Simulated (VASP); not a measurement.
# Ca (Fm-3m) in VASP: further runs

Aim: see how the results for Ca move with the level of theory and the settings. Levels: PBEsol, AM05, PBE+D3(BJ), PBEsol+D3(BJ). Tasks: band structure, equation of state, elastic constants, single point.

All numbers are computed with VASP 6.6.1; they aren't measurements. Logs are shortened: lines on timing, memory, paths and dates and some standing lists are left out, and cuts for length are marked.

### Step 1. The cell of the first run

It takes space group Fm-3m (No. 225, cubic). Conventional cell: a = 5.588 Å, b = 5.588 Å, c = 5.588 Å, α = 90.00°, β = 90.00°, γ = 90.00°. Ca (site symmetry m-3m) has 12 Ca at 3.95 Å within 5.2 Å.

### Step 2. Band structure, PBEsol

Contents of INCAR:

```
GGA = PS
ISMEAR = 1
SIGMA = 0.1
LWAVE = False
LCHARG = False
NBANDS = 19
PREC = Accurate
LASPH = True
LREAL = False
ALGO = Normal
EDIFF = 1E-6
NELM = 120
GGA_COMPAT = False
ENCUT = 300
```

Contents of KPOINTS:

```
Automatic mesh
0
Gamma
  9 9 9
  0 0 0
```

Contents of KPOINTS_OPT:

```
path GXWKGLUWLK,UX
12
line-mode
reciprocal
 0.0000000000  0.0000000000  0.0000000000  G
 0.5000000000  0.0000000000  0.5000000000  X

 0.5000000000  0.0000000000  0.5000000000  X
 0.5000000000  0.2500000000  0.7500000000  W

 0.5000000000  0.2500000000  0.7500000000  W
 0.3750000000  0.3750000000  0.7500000000  K

 0.3750000000  0.3750000000  0.7500000000  K
 0.0000000000  0.0000000000  0.0000000000  G

 0.0000000000  0.0000000000  0.0000000000  G
 0.5000000000  0.5000000000  0.5000000000  L

 0.5000000000  0.5000000000  0.5000000000  L
 0.6250000000  0.2500000000  0.6250000000  U

 0.6250000000  0.2500000000  0.6250000000  U
 0.5000000000  0.2500000000  0.7500000000  W

 0.5000000000  0.2500000000  0.7500000000  W
 0.5000000000  0.5000000000  0.5000000000  L

 0.5000000000  0.5000000000  0.5000000000  L
 0.3750000000  0.3750000000  0.7500000000  K

 0.6250000000  0.2500000000  0.6250000000  U
 0.5000000000  0.0000000000  0.5000000000  X
```

Contents of POSCAR:

```
Ca
1.0
    0.0000000000      2.7942000000      2.7942000000
    2.7942000000      0.0000000000      2.7942000000
    2.7942000000      2.7942000000      0.0000000000
Ca
1
Direct
    0.0000000000      0.0000000000      0.0000000000
```

Potentials or basis: VASP PAW PBE potentials, release 64 (Ca_sv).

Launch:

```bash
> cat potpaw_PBE.64/Ca_sv/POTCAR > POTCAR
> mpirun -np 1 vasp_std > vasp.out
```

OUTCAR:

```text
GGA = PS
   ISMEAR = 1
   PREC = Accurate
   LASPH = True
   LREAL = False
   EDIFF = 1E-6
   NELM = 120
   ENCUT = 300

 Found     35 irreducible k-points:

 Following reciprocal coordinates:
            Coordinates               Weight
  0.000000  0.000000  0.000000      1.000000
  0.111111  0.000000  0.000000      8.000000
  0.222222  0.000000  0.000000      8.000000
  0.333333  0.000000  0.000000      8.000000
  0.444444  0.000000  0.000000      8.000000
  0.111111  0.111111  0.000000      6.000000
   k-points           NKPTS =     35   k-points in BZ     NKDIM =     35   number of bands    NBANDS=     19
   number of dos      NEDOS =    301   number of ions     NIONS =      1
   total plane-waves  NPLWV =  13824
   dimension x,y,z NGX =    24 NGY =   24 NGZ =   24
   dimension x,y,z NGXF=    48 NGYF=   48 NGZF=   48
   ions per type =               1
   NGX,Y,Z   is equivalent  to a cutoff of  10.10, 10.10, 10.10 a.u.
   NGXF,Y,Z  is equivalent  to a cutoff of  20.19, 20.19, 20.19 a.u.
 SYSTEM =  unknown system
   PREC   = accura    normal or accurate (medium, high low for compatibility)
   ISTART =      0    job   : 0-new  1-cont  2-samecut
   ICHARG =      2    charge: 1-file 2-atom 10-const
   ISPIN  =      1    spin polarized calculation?
   LNONCOLLINEAR =      F non collinear calculations
   LSORBIT =      F    spin-orbit coupling
   LASPH  =      T    aspherical Exc in radial PAW
   ENCUT  =  300.0 eV  22.05 Ry    4.70 a.u.   5.58  5.58  5.58*2*pi/ulx,y,z
   NELM   =    120;   NELMIN=  2; NELMDL= -5     # of ELM steps
   EDIFF  = 0.1E-05   stopping-criterion for ELM
   LREAL  =      F    real-space projection
   EDIFFG = 0.1E-04   stopping-criterion for IOM
   NSW    =      0    number of steps for IOM
   IBRION =     -1    ionic relax: 0-MD 1-quasi-New 2-CG
   NFREE  =      0    steps in history (QN), initial steepest desc. (CG)
   ISIF   =      2    stress and relaxation
   ISYM   =      2    0-nonsym 1-usesym 2-fastsym
   POTIM  = 0.5000    time-step for ionic-motion
   TEBEG  =    0.0;   TEEND  =   0.0 temperature during run

   SCALEE = 1.0000    scale energy and forces
   PSTRESS=    0.0 pullay stress
   NELECT =      10.0000    total number of electrons
   NUPDOWN=      -1.0000    fix difference up-down
   EMIN   =  10.00;   EMAX   =-10.00  energy-range for DOS
   EFERMI =   0.00;   METHOD = LEGACY
   ISMEAR =     1;   SIGMA  =   0.10  broadening in eV -4-tet -1-fermi 0-gaus
   EFERMI_NEDOS =   21; number of points for ismear=-14 and -15
   IALGO  =     38    algorithm
   IMIX   =      4    mixing-type and parameters
     AMIX     =   0.40;   BMIX     =  1.00
     AMIX_MAG =   1.60;   BMIX_MAG =  1.00
  volume/ion in A,a.u.               =      43.63       294.44
  Fermi-wavevector in a.u.,A,eV,Ry     =   1.001861  1.893242 13.656506  1.003725
  Thomas-Fermi vector in A             =   2.134310
   LORBIT       =      0    0 simple, 1 ext, 2 COOP (PROOUT), +10 PAW based schemes
   GGA     = PS    functional components
   LHFCALC =     F    Hartree Fock is set to
   AEXX    =    0.0000 exact exchange contribution
   IVDW    =     0    specifies the selected vdW correction
   LEPSILON=     F    determine dielectric tensor
   LRPA    =     F    only Hartree local field effects (RPA)

   CSHIFT  =0.1000    complex shift for real part using Kramers Kronig

   OMEGAMAX=  -1.0    maximum frequency
 non-spin polarized calculation
 Methfessel and Paxton  Order N= 1 SIGMA  =   0.10
  energy-cutoff  :      300.00
  volume of cell :       43.63
 maximum number of plane-waves:       534
   NGX = 11   NGY = 11   NGZ = 11

 number of electron      10.0000000 magnetization

 number of electron       9.9999998 magnetization

 Free energy of the ion-electron system (eV)
  ---------------------------------------------------
  ext. energy  EPLUGINS =         0.00000000
  ---------------------------------------------------
  free energy    TOTEN  =        -2.12668928 eV

  energy without entropy =       -2.12584415  energy(sigma->0) =       -2.12640757

 E-fermi :   1.7502     XC(G=0):  -7.7056

 val. band max:        1.7345294523   @ k =  -0.4444   0.2222   0.0000
 cond. band min:       1.7777407833   @ k =  -0.3333   0.4444   0.2222
 fundamental gap:      0.0432113310
 Fermi energy:         1.7502315542

 k-point     1 :       0.0000    0.0000    0.0000
  band No.  band energies     occupation
      1     -40.1653      2.00000
      2     -21.1619      2.00000
      3     -21.1619      2.00000
      4     -21.1619      2.00000
      5      -2.2060      2.00000
      6       4.0402      0.00000
[... 9 lines left out ...]
     16      15.9212      0.00000
     17      15.9212      0.00000

 k-point     2 :       0.1111    0.0000    0.0000
  band No.  band energies     occupation
      1     -40.1640      2.00000
      2     -21.1767      2.00000
      3     -21.1640      2.00000
      4     -21.1640      2.00000
      5      -2.0013      2.00000
      6       3.8274      0.00000
[... 9 lines left out ...]
     16      15.7198      0.00000
     17      15.7198      0.00000

 k-point     3 :       0.2222    0.0000    0.0000
  band No.  band energies     occupation
      1     -40.1605      2.00000
      2     -21.2134      2.00000
      3     -21.1690      2.00000
      4     -21.1690      2.00000
      5      -1.4115      2.00000
      6       3.3069     -0.00000
[... 9 lines left out ...]
     16      15.0126      0.00000
     17      15.0126      0.00000

 k-point     4 :       0.3333    0.0000    0.0000
  band No.  band energies     occupation
      1     -40.1565      2.00000
      2     -21.2549      2.00000
      3     -21.1747      2.00000
      4     -21.1747      2.00000
      5      -0.5161      2.00000
      6       2.6275     -0.00000
[... 9 lines left out ...]
     16      14.6586      0.00000
     17      14.9558      0.00000

 k-point     5 :       0.4444    0.0000    0.0000
  band No.  band energies     occupation
      1     -40.1539      2.00000
      2     -21.2819      2.00000
      3     -21.1786      2.00000
      4     -21.1786      2.00000
      5       0.4943      2.00000
      6       1.8323      0.00967
[... 9 lines left out ...]
     16      14.6430      0.00000
     17      15.7829      0.00000

 k-point     6 :       0.1111    0.1111    0.0000
  band No.  band energies     occupation
      1     -40.1635      2.00000
      2     -21.1763      2.00000
      3     -21.1673      2.00000
      4     -21.1673      2.00000
      5      -1.9335      2.00000
      6       3.7740      0.00000
[... 9 lines left out ...]
     16      15.8397      0.00000
     17      15.8397      0.00000

 [... further k-points ...]

 [bands above 17 left out]

------------------------ aborting loop because EDIFF is reached ----------------------------------------

  FORCE on cell =-STRESS in cart. coord.  units (eV):
  Direction    XX          YY          ZZ          XY          YZ          ZX
  --------------------------------------------------------------------------------------
  -------------------------------------------------------------------------------------
  Total       -0.3394243     -0.3394243     -0.3394243     -0.0000000     -0.0000000      0.0000000
  in kB      -12.4638175    -12.4638175    -12.4638175     -0.0000000     -0.0000000      0.0000000
  external PRESSURE =     -12.4638175 kB  Pullay stress =       0.0000000 kB

 VOLUME and BASIS-vectors are now :
 -----------------------------------------------------------------------------
  energy-cutoff  :      300.00
  volume of cell :       43.63
      direct lattice vectors                 reciprocal lattice vectors
     0.000000000  2.794200000  2.794200000    -0.178942094  0.178942094  0.178942094
     2.794200000  0.000000000  2.794200000     0.178942094 -0.178942094  0.178942094
     2.794200000  2.794200000  0.000000000     0.178942094  0.178942094 -0.178942094

 POSITION                                       TOTAL-FORCE (eV/Angst)
 -----------------------------------------------------------------------------------
      0.00000      0.00000      0.00000         0.000000     -0.000000      0.000000
 -----------------------------------------------------------------------------------
    total drift:                                0.000000      0.000000     -0.000000

  FREE ENERGIE OF THE ION-ELECTRON SYSTEM (eV)
  ---------------------------------------------------
  free  energy   TOTEN  =        -2.1266892779 eV

  energy  without entropy=       -2.1258441517  energy(sigma->0) =       -2.12640757
```

Run time: 13 s. Hardware: 1 thread of Intel Xeon 6975P-C (Granite Rapids), shared host; peak memory 0.14 GiB.

Results:

```yaml
Free_energy: -2.1267 eV
Band_gap_along_the_path: zero within the smearing
```

Levels at the corners of the path, in eV from the Fermi level:
| point | band 3 | band 4 | band 5 | band 6 | band 7 | band 8 |
| --- | --- | --- | --- | --- | --- | --- |
| Γ | -22.91 | -22.91 | -3.96 | 2.29 | 2.29 | 2.29 |
| X | -22.96 | -22.96 | -0.42 | 0.59 | 0.92 | 3.98 |
| X | -22.96 | -22.96 | -0.42 | 0.59 | 0.92 | 3.98 |
| W | -22.99 | -22.96 | 0.23 | 0.68 | 0.68 | 2.48 |
| W | -22.99 | -22.96 | 0.23 | 0.68 | 0.68 | 2.48 |
| K | -22.98 | -22.95 | 0.06 | 0.41 | 0.80 | 3.19 |
| K | -22.98 | -22.95 | 0.06 | 0.41 | 0.80 | 3.19 |
| Γ | -22.91 | -22.91 | -3.96 | 2.29 | 2.29 | 2.29 |
| Γ | -22.91 | -22.91 | -3.96 | 2.29 | 2.29 | 2.29 |
| L | -22.93 | -22.93 | -0.97 | -0.17 | 2.18 | 2.18 |
| L | -22.93 | -22.93 | -0.97 | -0.17 | 2.18 | 2.18 |
| U | -22.98 | -22.95 | 0.06 | 0.41 | 0.80 | 3.19 |
| U | -22.98 | -22.95 | 0.06 | 0.41 | 0.80 | 3.19 |
| W | -22.99 | -22.96 | 0.23 | 0.68 | 0.68 | 2.48 |
| W | -22.99 | -22.96 | 0.23 | 0.68 | 0.68 | 2.48 |
| L | -22.93 | -22.93 | -0.97 | -0.17 | 2.18 | 2.18 |
| L | -22.93 | -22.93 | -0.97 | -0.17 | 2.18 | 2.18 |
| K | -22.98 | -22.95 | 0.06 | 0.41 | 0.80 | 3.19 |
| U | -22.98 | -22.95 | 0.06 | 0.41 | 0.80 | 3.19 |
| X | -22.96 | -22.96 | -0.42 | 0.59 | 0.92 | 3.98 |

Caveat: the cutoff is under 1.25 times the usual one of these potentials, so pressure, stress and relaxed cells hold a basis-set (Pulay) error; the PAW data sets were made with another functional, which shifts forces and pressure a little.

### Step 3. Band structure, PBEsol

Contents of INCAR:

```
GGA = PS
ISMEAR = 1
SIGMA = 0.05
LWAVE = False
LCHARG = False
NBANDS = 29
PREC = Accurate
LASPH = True
LREAL = False
ALGO = Normal
EDIFF = 1E-7
NELM = 120
GGA_COMPAT = False
ENCUT = 520
```

Contents of KPOINTS:

```
Automatic mesh
0
Gamma
  13 13 13
  0 0 0
```

KPOINTS_OPT is that of step 2.

POSCAR is that of step 2.

Potentials or basis: VASP PAW PBE potentials, release 64 (Ca_sv).

Launch:

```bash
> cat potpaw_PBE.64/Ca_sv/POTCAR > POTCAR
> mpirun -np 1 vasp_std > vasp.out
```

OUTCAR:

```text
GGA = PS
   ISMEAR = 1
   PREC = Accurate
   LASPH = True
   LREAL = False
   EDIFF = 1E-7
   NELM = 120
   ENCUT = 520

 ion  position               nearest neighbor table
   1  0.000  0.000  0.000-

  LATTYP: Found a face centered cubic cell.
 ALAT       =     5.5884000000

  Lattice vectors:

 A1 = (   0.0000000000,   2.7942000000,   2.7942000000)
 A2 = (   2.7942000000,   0.0000000000,   2.7942000000)
 A3 = (   2.7942000000,   2.7942000000,   0.0000000000)

Analysis of symmetry for initial positions (statically):
[... 668 lines left out ...]

 [bands above 17 left out]

------------------------ aborting loop because EDIFF is reached ----------------------------------------

  FORCE on cell =-STRESS in cart. coord.  units (eV):
  Direction    XX          YY          ZZ          XY          YZ          ZX
  --------------------------------------------------------------------------------------
  -------------------------------------------------------------------------------------
  Total       -0.3170826     -0.3170826     -0.3170826     -0.0000000      0.0000000      0.0000000
  in kB      -11.6434186    -11.6434186    -11.6434186     -0.0000000      0.0000000      0.0000000
  external PRESSURE =     -11.6434186 kB  Pullay stress =       0.0000000 kB

 VOLUME and BASIS-vectors are now :
 -----------------------------------------------------------------------------
  energy-cutoff  :      520.00
  volume of cell :       43.63
      direct lattice vectors                 reciprocal lattice vectors
     0.000000000  2.794200000  2.794200000    -0.178942094  0.178942094  0.178942094
     2.794200000  0.000000000  2.794200000     0.178942094 -0.178942094  0.178942094
     2.794200000  2.794200000  0.000000000     0.178942094  0.178942094 -0.178942094

 POSITION                                       TOTAL-FORCE (eV/Angst)
 -----------------------------------------------------------------------------------
      0.00000      0.00000      0.00000         0.000000      0.000000      0.000000
 -----------------------------------------------------------------------------------
    total drift:                               -0.000000     -0.000000      0.000000

  FREE ENERGIE OF THE ION-ELECTRON SYSTEM (eV)
  ---------------------------------------------------
  free  energy   TOTEN  =        -2.1219275432 eV

  energy  without entropy=       -2.1221515803  energy(sigma->0) =       -2.12200222
```

OSZICAR:

```text
N       E                     dE             d eps       ncg     rms          rms(c)
DAV:   1     0.971215279606E+02    0.97122E+02   -0.40028E+03  4872   0.311E+02
DAV:   2     0.736522475703E+00   -0.96385E+02   -0.91300E+02  5619   0.121E+02
[... 17 lines left out ...]
DAV:   7    -0.173275536741E+05   -0.29083E-05     5584
DAV:   8    -0.173275536741E+05   -0.43292E-07     4380
       N       E                     dE             ncg
DAV:   1     0.831583399230E+04   -0.16816E+05     2096
DAV:   2     0.478902264264E+04   -0.35268E+04     2345
DAV:   3     0.468409495143E+04   -0.10493E+03     2702
DAV:   4     0.468266220677E+04   -0.14327E+01     2308
DAV:   5     0.468264836971E+04   -0.13837E-01     2390
DAV:   6     0.468264821387E+04   -0.15584E-03     2368
DAV:   7     0.468264821183E+04   -0.20351E-05     2417
DAV:   8     0.468264821181E+04   -0.26117E-07     1847
```

Wall time 82 s (1 thread of Intel Xeon 6975P-C (Granite Rapids), shared host); peak memory 0.26 GiB.

Results:

| Item | Value |
| --- | --- |
| Free energy | -2.1219 eV |
| Pressure | -1.2 GPa |
| Band gap along the path | zero within the smearing |

Levels at the corners of the path, in eV from the Fermi level:
| point | band 1 | band 2 | band 3 | band 4 | band 5 | band 6 | band 7 | band 8 | band 9 | band 10 |
| --- | --- | --- | --- | --- | --- | --- | --- | --- | --- | --- |
| Γ | -41.92 | -22.91 | -22.91 | -22.91 | -3.96 | 2.29 | 2.29 | 2.29 | 3.33 | 3.33 |
| X | -41.90 | -23.03 | -22.96 | -22.96 | -0.42 | 0.59 | 0.92 | 3.98 | 4.16 | 4.16 |
| X | -41.90 | -23.03 | -22.96 | -22.96 | -0.42 | 0.59 | 0.92 | 3.98 | 4.16 | 4.16 |
| W | -41.90 | -22.99 | -22.99 | -22.96 | 0.23 | 0.68 | 0.68 | 2.48 | 4.17 | 5.04 |
| W | -41.90 | -22.99 | -22.99 | -22.96 | 0.23 | 0.68 | 0.68 | 2.48 | 4.17 | 5.04 |
| K | -41.90 | -23.01 | -22.98 | -22.95 | 0.05 | 0.41 | 0.80 | 3.19 | 3.90 | 4.16 |
| K | -41.90 | -23.01 | -22.98 | -22.95 | 0.05 | 0.41 | 0.80 | 3.19 | 3.90 | 4.16 |
| Γ | -41.92 | -22.91 | -22.91 | -22.91 | -3.96 | 2.29 | 2.29 | 2.29 | 3.33 | 3.33 |
| Γ | -41.92 | -22.91 | -22.91 | -22.91 | -3.96 | 2.29 | 2.29 | 2.29 | 3.33 | 3.33 |
| L | -41.90 | -23.03 | -22.93 | -22.93 | -0.98 | -0.17 | 2.18 | 2.18 | 3.99 | 3.99 |
| L | -41.90 | -23.03 | -22.93 | -22.93 | -0.98 | -0.17 | 2.18 | 2.18 | 3.99 | 3.99 |
| U | -41.90 | -23.01 | -22.98 | -22.95 | 0.05 | 0.41 | 0.80 | 3.19 | 3.90 | 4.16 |
| U | -41.90 | -23.01 | -22.98 | -22.95 | 0.05 | 0.41 | 0.80 | 3.19 | 3.90 | 4.16 |
| W | -41.90 | -22.99 | -22.99 | -22.96 | 0.23 | 0.68 | 0.68 | 2.48 | 4.17 | 5.04 |
| W | -41.90 | -22.99 | -22.99 | -22.96 | 0.23 | 0.68 | 0.68 | 2.48 | 4.17 | 5.04 |
| L | -41.90 | -23.03 | -22.93 | -22.93 | -0.98 | -0.17 | 2.18 | 2.18 | 3.99 | 3.99 |
| L | -41.90 | -23.03 | -22.93 | -22.93 | -0.98 | -0.17 | 2.18 | 2.18 | 3.99 | 3.99 |
| K | -41.90 | -23.01 | -22.98 | -22.95 | 0.05 | 0.41 | 0.80 | 3.19 | 3.90 | 4.16 |
| U | -41.90 | -23.01 | -22.98 | -22.95 | 0.05 | 0.41 | 0.80 | 3.19 | 3.90 | 4.16 |
| X | -41.90 | -23.03 | -22.96 | -22.96 | -0.42 | 0.59 | 0.92 | 3.98 | 4.16 | 4.16 |

Caveat: the PAW data sets were made with another functional, which shifts forces and pressure a little.

(Part 1 of 2 ends here.)
